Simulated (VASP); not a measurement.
Crystal: Mg.

```
Mg
1.0
    -1.83599    1.83599    1.67940
     1.83599   -1.83599    1.67940
     1.83599    1.83599   -1.67940
Mg
1
Direct
  0.00000 0.00000 0.00000
```

Base run:

```yaml
Program: VASP 6.6.1
Functional: PBE
Potentials_or_basis: VASP PAW PBE potentials, release 64 (Mg)
Cutoff: 520 eV
k_mesh: 11 × 11 × 11
Occupations: gaussian, width 0.1 eV
Spin: no spin polarisation
```

Its results: band gap on the k mesh zero (band 1 reaches 5.87 eV, above the bottom of band 2 at 1.55 eV); pressure 0.4 GPa.

Task: The run is repeated on the same cell with these changes: functional from PBE to PBEsol; occupations from gaussian, width 0.1 eV to fermi-dirac, width 0.05 eV. What comes out?

Result: Band gap on the k mesh zero (band 1 reaches 5.83 eV, above the bottom of band 2 at 1.51 eV); pressure -0.2 GPa.

Caveats: the PAW data sets were made with another functional, which shifts forces and pressure a little (some runs).
